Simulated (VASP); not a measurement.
# MoS2 (P-3m1) in VASP: further runs

The runs below take MoS2 through relaxation of cell and atoms, with PBEsol+D3(BJ), LDA, BLYP+D3(BJ).

All numbers are computed with VASP 6.6.1; they aren't measurements. Logs are shortened: lines on timing, memory, paths and dates and some standing lists are left out, and cuts for length are marked.

### Step 1. The cell of the first run

It takes space group P-3m1 (No. 164, trigonal). Conventional cell: a = 3.227 Å, b = 3.227 Å, c = 6.312 Å, α = 90.00°, β = 90.00°, γ = 120.00°. Mo (site symmetry -3m) has 6 S at 2.42 Å and 6 Mo at 3.23 Å within 3.3 Å. S (site symmetry 3m) has 3 Mo at 2.42 Å and 6 S at 3.23 Å within 3.3 Å.

### Step 2. Relaxation of cell and atoms, PBEsol+D3(BJ)

INCAR reads:

```
SYSTEM = MoS2
  PREC = Accurate
  ENCUT = 600
  EDIFF = 1E-7
  ISMEAR = -1
  SIGMA = 0.15
  LREAL = .False.
  LASPH = .True.
  NELM = 60
  ALGO = Normal
  ISIF = 3
  LWAVE = .False.
  LCHARG = .False.
  GGA = PS
  IVDW = 12
  IBRION = 2
  NSW = 50
  EDIFFG = -0.01
```

KPOINTS reads:

```
Automatic mesh
0
Gamma
  10 10 5
  0 0 0
```

POSCAR reads:

```
MoS2
1.0
    3.2274650000      0.0000000000      0.0000000000
   -1.6137325000      2.7950666798      0.0000000000
    0.0000000000      0.0000000000      6.3124730000
Mo S
1 2
Direct
    0.0000000000      0.0000000000      0.5000000000
    0.3333333333      0.6666666667      0.2553200000
    0.6666666667      0.3333333333      0.7446800000
```

Potentials or basis: VASP PAW PBE potentials, release 64 (Mo_sv, S).

Command:

```bash
cat potpaw_PBE.64/Mo_sv/POTCAR potpaw_PBE.64/S/POTCAR > POTCAR
mpirun -np 1 vasp_std > vasp.out
```

OUTCAR:

```text
SYSTEM = MoS2
   PREC = Accurate
   ENCUT = 600
   EDIFF = 1E-7
   ISMEAR = -1
   LREAL = .False.
   LASPH = .True.
   NELM = 60
   ISIF = 3
   GGA = PS
   IVDW = 12
   IBRION = 2
   NSW = 50
   EDIFFG = -0.01
 IVDW          = 12

 ion  position               nearest neighbor table
   1  0.000  0.000  0.500-   2 2.42   3 2.42   2 2.42   3 2.42   3 2.42   2 2.42
   2  0.333  0.667  0.255-   1 2.42   1 2.42   1 2.42
   3  0.667  0.333  0.745-   1 2.42   1 2.42   1 2.42

  LATTYP: Found a hexagonal cell.
 ALAT       =     3.2274650000
 C/A-ratio  =     1.9558610241

  Lattice vectors:

 A1 = (   3.2274650000,   0.0000000000,   0.0000000000)
 A2 = (  -1.6137325000,   2.7950666798,   0.0000000000)
 A3 = (   0.0000000000,   0.0000000000,   6.3124730000)

Analysis of symmetry for initial positions (statically):
=====================================================================
 Subroutine PRICEL returns:
 Original cell was already a primitive cell.

 Routine SETGRP: Setting up the symmetry group for a
 hexagonal supercell.

 Subroutine GETGRP returns: Found 12 space group operations
 (whereof 12 operations were pure point group operations)
 out of a pool of 24 trial point group operations.

The static configuration has the point symmetry D_3d.

Analysis of symmetry for dynamics (positions and initial velocities):
=====================================================================
 Subroutine PRICEL returns:
 Original cell was already a primitive cell.

 Routine SETGRP: Setting up the symmetry group for a
 hexagonal supercell.

 Subroutine GETGRP returns: Found 12 space group operations
 (whereof 12 operations were pure point group operations)
 out of a pool of 24 trial point group operations.

The dynamic configuration has the point symmetry D_3d.

 Subroutine INISYM returns: Found 12 space group operations
 (whereof 12 operations are pure point group operations),
 and found     1 'primitive' translations

----------------------------------------------------------------------------------------

                                     Primitive cell

  volume of cell :      56.9447

  direct lattice vectors                    reciprocal lattice vectors
     3.227465000  0.000000000  0.000000000     0.309840695  0.178886609  0.000000000
    -1.613732500  2.795066680  0.000000000     0.000000000  0.357773218  0.000000000
     0.000000000  0.000000000  6.312473000     0.000000000  0.000000000  0.158416519

  length of vectors
     3.227465000  3.227465000  6.312473000     0.357773218  0.357773218  0.158416519

  position of ions in fractional coordinates (direct lattice)
     0.000000000  0.000000000  0.500000000
     0.333333333  0.666666667  0.255320000
     0.666666667  0.333333333  0.744680000

  ion indices of the primitive-cell ions
[... 83 lines left out ...]
   ISYM   =      2    0-nonsym 1-usesym 2-fastsym
   POTIM  = 0.5000    time-step for ionic-motion
   TEBEG  =    0.0;   TEEND  =   0.0 temperature during run
   PSTRESS=    0.0 pullay stress
   NELECT =      26.0000    total number of electrons
   NUPDOWN=      -1.0000    fix difference up-down
   EMIN   =  10.00;   EMAX   =-10.00  energy-range for DOS
   EFERMI =   0.00;   METHOD = LEGACY
   ISMEAR =    -1;   SIGMA  =   0.15  broadening in eV -4-tet -1-fermi 0-gaus
   EFERMI_NEDOS =   21; number of points for ismear=-14 and -15
   IALGO  =     38    algorithm
   IMIX   =      4    mixing-type and parameters
     AMIX     =   0.40;   BMIX     =  1.00
     AMIX_MAG =   1.60;   BMIX_MAG =  1.00
  volume/ion in A,a.u.               =      18.98       128.09
  Fermi-wavevector in a.u.,A,eV,Ry     =   1.260612  2.382212 21.621607  1.589143
  Thomas-Fermi vector in A             =   2.394113
   LORBIT       =      0    0 simple, 1 ext, 2 COOP (PROOUT), +10 PAW based schemes
   GGA     = PS    functional components
   LHFCALC =     F    Hartree Fock is set to
   AEXX    =    0.0000 exact exchange contribution
   IVDW    =    12    specifies the selected vdW correction
   LEPSILON=     F    determine dielectric tensor
   LRPA    =     F    only Hartree local field effects (RPA)
 conjugate gradient relaxation of ions
 non-spin polarized calculation
  energy-cutoff  :      600.00
  volume of cell :       56.94
 maximum number of plane-waves:      1940
 NGX is ok and might be reduce to    28
   NGX = 13   NGY = 13   NGZ = 25

--------------------------------------- Ionic step        1  -------------------------------------------

 number of electron      26.0000002 magnetization

 Free energy of the ion-electron system (eV)
  ---------------------------------------------------
  ext. energy  EPLUGINS =         0.00000000
  ---------------------------------------------------
  free energy    TOTEN  =       -22.61747061 eV

  energy without entropy =      -22.51416437  energy(sigma->0) =      -22.56581749

------------------------ aborting loop because EDIFF is reached ----------------------------------------

 Edisp (eV)   -1.02673

 E8    (eV) :    -0.6433
[... 108 lines left out ...]
  FREE ENERGIE OF THE ION-ELECTRON SYSTEM (eV)
  ---------------------------------------------------
  free  energy   TOTEN  =       -23.7061835946 eV

  energy  without entropy=      -23.6122156143  energy(sigma->0) =      -23.65919960

 E-fermi :  10.6234     XC(G=0): -12.2828

 val. band max:       10.5744762555   @ k =   0.1000   0.0000   0.4000
 cond. band min:      10.6253120921   @ k =  -0.2000   0.5000   0.2000
 fundamental gap:      0.0508358366
 Fermi energy:        10.6233688716

 k-point     1 :       0.0000    0.0000    0.0000
  band No.  band energies     occupation
      1     -50.8859      2.00000
      2     -25.0429      2.00000
      3     -24.9171      2.00000
      4     -24.9171      2.00000
      5      -5.8522      2.00000
      6      -2.2314      2.00000
[... 459 lines left out ...]
      6      -2.4485      2.00000
[... 9 lines left out ...]
     16      14.4670      0.00000
     17      14.6672      0.00000

 [... further k-points ...]

[... ionic steps 4 to 22 ...]

--------------------------------------- Ionic step       23  -------------------------------------------

 number of electron      26.0000001 magnetization

------------------------ aborting loop because EDIFF is reached ----------------------------------------
[... 77 lines left out ...]
--------------------------------------- Ionic step       25  -------------------------------------------

 number of electron      26.0000001 magnetization

 Free energy of the ion-electron system (eV)
  ---------------------------------------------------
  ext. energy  EPLUGINS =         0.00000000
  ---------------------------------------------------
  free energy    TOTEN  =       -22.60997156 eV

  energy without entropy =      -22.51309263  energy(sigma->0) =      -22.56153210

 E-fermi :   9.2443     XC(G=0): -11.7700

 val. band max:        9.2234187515   @ k =   0.0000   0.0000   0.0000
 cond. band min:       9.2647300870   @ k =   0.1000   0.0000   0.0000
 fundamental gap:      0.0413113355
 Fermi energy:         9.2443429331

 k-point     1 :       0.0000    0.0000    0.0000
  band No.  band energies     occupation
      1     -52.3352      2.00000
      2     -26.4866      2.00000
      3     -26.3226      2.00000
      4     -26.3226      2.00000
      5      -6.3832      2.00000
      6      -4.0526      2.00000
[... 505 lines left out ...]
  FREE ENERGIE OF THE ION-ELECTRON SYSTEM (eV)
  ---------------------------------------------------
  free  energy   TOTEN  =       -23.8560066398 eV

  energy  without entropy=      -23.7591277092  energy(sigma->0) =      -23.80756717

 reached required accuracy - stopping structural energy minimisation
```

CONTCAR:

```text
MoS2
   1.00000000000000
     3.1400359831331621   -0.0000000000000001    0.0000000000000001
    -1.5700179915665811    2.7193509301676606    0.0000000000000000
    -0.0000000000000002   -0.0000000000000003    5.5730513725869057
  Mo              S
     1     2
Direct
     0.0000000000000000    1.0000000000000000    0.5000000000000000
     0.3333333332999970    0.6666666667000030    0.2185615305712449
     0.6666666667000030    0.3333333332999970    0.7814384694287553

  0.00000000E+00  0.00000000E+00  0.00000000E+00
  0.00000000E+00  0.00000000E+00  0.00000000E+00
  0.00000000E+00  0.00000000E+00  0.00000000E+00
```

Wall time 25 min (1 thread of Intel Xeon 8259CL, shared host); peak memory 0.26 GiB.

What came out:

* Free energy: -23.8560 eV
* Relaxed volume: 15.86 Å³/atom
* Relaxed cell: a = 3.140 Å, b = 3.140 Å, c = 5.573 Å, α = 90.00°, β = 90.00°, γ = 120.00°
* Space group after relaxing (to 0.1 Å): P-3m1 (No. 164)
* Energy gained by relaxing: 70.6 meV/atom
* Ionic steps: 25
* Pressure after relaxing: 0.0 GPa
* Band gap on the k mesh: zero (bands 13 and 14 overlap by 1.04 eV)
* Dispersion energy per atom: -0.415 eV

Forces on the atoms (eV/Å):
```
Mo   0.000  0.000  0.000
S    0.000  0.000 -0.003
S    0.000  0.000  0.003
```

Step by step:
| step | energy change (eV) | largest force (eV/Å) | pressure (GPa) | volume (Å³) |
| --- | --- | --- | --- | --- |
| 1 | 0.0000 | 0.0458 | -6.16 | 56.94 |
| 2 | 0.0170 | 1.8149 | 9.87 | 51.14 |
| 3 | -0.0620 | 0.8226 | 0.52 | 54.11 |
| 4 | -0.1167 | 0.4148 | -0.01 | 52.82 |
| 5 | -0.1256 | 0.1696 | -0.26 | 52.09 |
| 6 | -0.1360 | 0.1643 | -0.28 | 51.72 |
| 7 | -0.1643 | 0.1537 | -0.20 | 50.62 |
| 8 | -0.2036 | 0.1436 | 0.77 | 48.36 |
| 9 | -0.0753 | 0.0560 | 7.41 | 43.62 |
| 10 | -0.1973 | 0.4718 | 3.09 | 47.80 |
| 11 | -0.1831 | 0.4350 | 5.06 | 45.74 |
| 12 | -0.1969 | 0.4959 | 3.95 | 46.97 |
| 13 | -0.2007 | 0.4204 | 3.42 | 46.96 |
| 14 | -0.2074 | 0.1984 | 1.89 | 46.93 |
| 15 | -0.2010 | 0.2263 | -0.94 | 46.85 |
| 16 | -0.2082 | 0.0912 | 1.16 | 46.91 |
| 17 | -0.2088 | 0.0879 | 1.06 | 46.97 |
| 18 | -0.2102 | 0.0773 | 0.79 | 47.16 |
| 19 | -0.2116 | 0.0555 | 0.27 | 47.54 |
| 20 | -0.2116 | 0.0489 | 0.14 | 47.65 |
| 21 | -0.2116 | 0.0480 | 0.12 | 47.67 |
| 22 | -0.2117 | 0.0297 | 0.02 | 47.66 |
| 23 | -0.2118 | 0.0027 | -0.13 | 47.65 |
| 24 | -0.2118 | 0.0027 | -0.07 | 47.62 |
| 25 | -0.2118 | 0.0027 | -0.01 | 47.59 |

Final structure:
```xyz
3
Lattice="3.1400 0.0000 0.0000 -1.5700 2.7194 0.0000 0.0000 0.0000 5.5731" Properties=species:S:1:pos:R:3 pbc="T T T"
Mo   -1.5700    2.7194    2.7865
S     0.0000    1.8129    1.2181
S     1.5700    0.9064    4.3550
```

Levels at points of the mesh, in eV from the Fermi level:
| k point | band 10 | band 11 | band 12 | band 13 | band 14 | band 15 | band 16 | band 17 |
| --- | --- | --- | --- | --- | --- | --- | --- | --- |
| (0.00, 0.00, 0.00) | -1.56 | -0.88 | -0.88 | -0.74 | -0.02 | -0.02 | 2.91 | 2.91 |
| (0.50, 0.00, 0.00) | -4.04 | -3.78 | -2.07 | -1.74 | 1.30 | 1.88 | 3.72 | 4.14 |

Caveat: the volume moved by over 15 % at a fixed basis, so the end points are rough; the PAW data sets were made with another functional, which shifts forces and pressure a little.

### Step 3. Relaxation of cell and atoms, LDA

INCAR reads:

```
ALGO     = Normal         # electronic algorithm
EDIFF    = 1E-6           # SCF threshold, eV
EDIFFG   = -0.01          # ionic threshold
ENCUT    = 600            # plane-wave cutoff, eV
GGA      = CA             # functional
IBRION   = 2              # ionic algorithm
ISIF     = 3              # what is computed and relaxed
ISMEAR   = -1             # smearing method
LASPH    = T              # aspherical terms in the spheres
LCHARG   = F              # write CHGCAR
LREAL    = F              # projectors in reciprocal space
LWAVE    = F              # write WAVECAR
NELM     = 80             # most SCF steps
NSW      = 50             # ionic steps
PREC     = Accurate       # precision mode
SIGMA    = 0.15           # smearing width, eV
```

KPOINTS reads:

```
k-points
0
Gamma
  10 10 5
```

POSCAR is that of step 2.

Potentials or basis: VASP PAW LDA potentials, release 64 (Mo_sv, S).

Command:

```bash
cat potpaw_LDA.64/Mo_sv/POTCAR potpaw_LDA.64/S/POTCAR > POTCAR
mpirun -np 1 vasp_std > vasp.out
```

It took 27 min on 1 thread of Intel Xeon 8259CL, shared host; peak memory 0.23 GiB.

The run converged. Its results:

```
Free energy                           : -23.7041 eV
Relaxed volume                        : 16.54 Å³/atom
Relaxed cell                          : a = 3.147 Å, b = 3.147 Å, c = 5.785 Å, α = 90.00°, β = 90.00°, γ = 120.00°
Space group after relaxing (to 0.1 Å) : P-3m1 (No. 164)
Energy gained by relaxing             : 36.6 meV/atom
Ionic steps                           : 37
Pressure after relaxing               : 0.0 GPa
Band gap on the k mesh                : zero (bands 13 and 14 overlap by 0.88 eV)
```

The path:
```tsv
step	energy change (eV)	largest force (eV/Å)	pressure (GPa)	volume (Å³)
1	0.0000	0.1290	-5.58	56.94
2	0.0409	1.5819	9.88	51.66
3	-0.0457	0.5387	0.17	54.64
4	-0.0746	0.2657	-0.10	53.82
5	-0.0804	0.0829	-0.28	53.28
6	-0.0804	0.0729	-0.27	53.26
7	-0.0824	0.1105	0.12	52.96
8	-0.0861	0.2266	1.31	52.09
9	-0.0824	0.4661	4.06	50.35
10	-0.0864	0.3030	2.08	51.60
11	-0.0866	0.2998	2.07	51.58
12	-0.0875	0.2927	2.03	51.51
13	-0.0891	0.2779	1.99	51.38
14	-0.0921	0.2478	1.89	51.13
15	-0.0971	0.1890	1.74	50.62
16	-0.1030	0.0743	1.63	49.59
17	-0.0926	0.1440	2.14	47.50
18	-0.1032	0.0908	1.96	49.23
19	-0.1061	0.0024	0.89	49.57
20	-0.1070	0.0989	-0.21	49.93
21	-0.1070	0.0893	-0.13	49.89
22	-0.1076	0.0652	-0.09	49.93
23	-0.1087	0.0026	-0.03	50.03
24	-0.1079	0.1210	0.14	50.22
25	-0.1088	0.0336	0.02	50.09
26	-0.1089	0.0246	-0.06	50.10
27	-0.1090	0.0017	-0.34	50.13
28	-0.1090	0.0013	-0.33	50.13
29	-0.1091	0.0001	-0.32	50.11
30	-0.1092	0.0033	-0.29	50.07
31	-0.1094	0.0101	-0.27	50.00
32	-0.1096	0.0236	-0.18	49.86
33	-0.1096	0.0272	-0.14	49.81
34	-0.1097	0.0274	-0.09	49.75
35	-0.1098	0.0287	0.24	49.57
36	-0.1098	0.0294	0.19	49.61
37	-0.1098	0.0012	0.02	49.61
```

Final structure:
```
CELL_PARAMETERS angstrom
3.14691 0.00000 0.00000
-1.57345 2.72530 0.00000
0.00000 0.00000 5.78455
ATOMIC_POSITIONS crystal
Mo 0.00000 0.00000 0.50000
S 0.33333 0.66667 0.22932
S 0.66667 0.33333 0.77068
```

Levels at points of the mesh, in eV from the Fermi level:
| k point | band 10 | band 11 | band 12 | band 13 | band 14 | band 15 | band 16 | band 17 |
| --- | --- | --- | --- | --- | --- | --- | --- | --- |
| (0.00, 0.00, 0.00) | -1.52 | -1.16 | -0.89 | -0.89 | -0.04 | -0.04 | 3.10 | 3.10 |
| (0.50, 0.00, 0.00) | -4.05 | -3.60 | -1.85 | -1.76 | 1.25 | 1.85 | 3.73 | 3.99 |

(Part 1 of 2 ends here.)

The gap in the log of VASP goes by the Fermi energy; the results here count the filled bands.